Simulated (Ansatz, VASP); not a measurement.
## Two plane-wave programs on Bi2Te

The input INCAR:

```
SYSTEM = Bi2Te
PREC = Accurate ; ENCUT = 600
EDIFF = 1E-6 ; ISMEAR = 0
SIGMA = 0.1 ; LREAL = .FALSE.
LASPH = .TRUE. ; NELM = 60
ALGO = Normal ; ISIF = 3
LWAVE = .FALSE. ; LCHARG = .FALSE.
GGA = PE ; IBRION = 2
NSW = 90 ; EDIFFG = -0.04
```

KPOINTS

```
Automatic mesh
0
G
  3 3 4
  0 0 0
```

POSCAR

```
Bi2Te
1.0
    7.1041537600      0.0000000000      0.0000000000
   -3.5520768800      6.1523776300      0.0000000000
    0.0000000000      0.0000000000      4.4107728300
Bi Te
4 2
Direct
    0.0000000000      0.0000000000      0.0000000000
    0.5000000000      0.0000000000      0.5000000000
    0.0000000000      0.5000000000      0.5000000000
    0.5000000000      0.5000000000      0.5000000000
    0.3333333300      0.6666666700      0.5000000000
    0.6666666700      0.3333333300      0.5000000000
```

Input for Ansatz:

```yaml
crystal:
  lattice:
    - [7.10415376, 0.0, 0.0]
    - [-3.55207688, 6.15237763, 0.0]
    - [0.0, 0.0, 4.41077283]
  atoms:
    - { symbol: Bi, position: [0.0, 0.0, 0.0] }
    - { symbol: Bi, position: [0.5, 0.0, 0.5] }
    - { symbol: Bi, position: [0.0, 0.5, 0.5] }
    - { symbol: Bi, position: [0.5, 0.5, 0.5] }
    - { symbol: Te, position: [0.33333333, 0.66666667, 0.5] }
    - { symbol: Te, position: [0.66666667, 0.33333333, 0.5] }
basis:
  ecutwfc: 420
kpoints:
  mp_grid: { grid: [3, 3, 4] }
hamiltonian:
  xc: pbe
scf:
  occupations: { method: gaussian, width: 0.1 }
  lower_state_search: "off"
output:
  forces: true
  stress: true
  eigenvalues: true
relax:
  adjacent_minimum: "off"
  f_tol: 0.04
  max_steps: 70
  cell: { stress_tol: 0.4 }
```

Alike in both runs: task relaxation of cell and atoms; functional PBE; k mesh 3 × 3 × 4; occupations gaussian, width 0.1 eV; no spin polarisation.

|  | VASP | Ansatz |
| --- | --- | --- |
| version | VASP 6.6.1 | Ansatz 0.2.0 |
| potentials or method | VASP PAW PBE potentials, release 64 (Bi_d, Te), cutoff 600 eV | scalar-relativistic, plane waves, PAW |
| valence electrons in the cell | 72 | 92 |

|  | VASP | Ansatz | Ansatz less VASP |
| --- | --- | --- | --- |
| gap on the k mesh at the Fermi level, each at its own relaxed structure (eV) | none | none | - |
| relaxed volume (Å³/atom) | 49.70 | 49.61 | -0.090 |
| relaxed length of the cell vector where the two differ most in proportion (Å) | 10.547 | 10.539 | -0.0077 |

A gap of «none» marks a metal or a gap that the smearing closes. VASP's potentials hold 72 valence electrons a cell and Ansatz's 92, so a difference there can come from the potentials and not from the codes.

Spin-orbit coupling is off throughout. Noted on VASP's run: the volume moved by over 15 % at a fixed basis, so the end points are rough.
